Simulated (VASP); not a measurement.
A run of VASP 6.6.1 is set up as follows.

File INCAR:

```
SYSTEM = AlC5
  PREC = Accurate
  ENCUT = 520
  EDIFF = 1E-6
  ISMEAR = 0
  SIGMA = 0.1
  LREAL = .FALSE.
  LASPH = .TRUE.
  NELM = 80
  ALGO = Normal
  ISIF = 2
  LWAVE = .FALSE.
  LCHARG = .FALSE.
  GGA = PE
  NBANDS = 20
```

File KPOINTS:

```
regular mesh
0
G
  4 4 4
  0 0 0
```

Contents of POSCAR:

```
AlC5
1.0
    0.0000000000      3.3446410900      3.3446410900
    3.3446410900      0.0000000000      3.3446410900
    3.3446410900      3.3446410900      0.0000000000
Al C
1 5
Direct
    0.0000000000      0.0000000000      0.0000000000
    0.2500000000      0.2500000000      0.2500000000
    0.6237722100      0.1286833600      0.6237722100
    0.6237722100      0.6237722100      0.1286833600
    0.6237722100      0.6237722100      0.6237722100
    0.1286833600      0.6237722100      0.6237722100
```

Potentials or basis: VASP PAW PBE potentials, release 64 (Al, C).

Command:

```bash
$ cat potpaw_PBE.64/Al/POTCAR potpaw_PBE.64/C/POTCAR > POTCAR
$ mpirun -np 1 vasp_std > vasp.out
```

Question: Predict the pressure.

Answer: -26.2 GPa.

Question: What does it give for the largest force?

Answer: 0.551 eV/Å.

Forces in eV/Å, atoms in the order of the input:
```
Al   0.000  0.000  0.000
C    0.000  0.000  0.000
C    0.318 -0.318  0.318
C    0.318  0.318 -0.318
C   -0.318 -0.318 -0.318
C   -0.318  0.318  0.318
```

Caveat: the k points lie up to 0.41 Å⁻¹ apart.
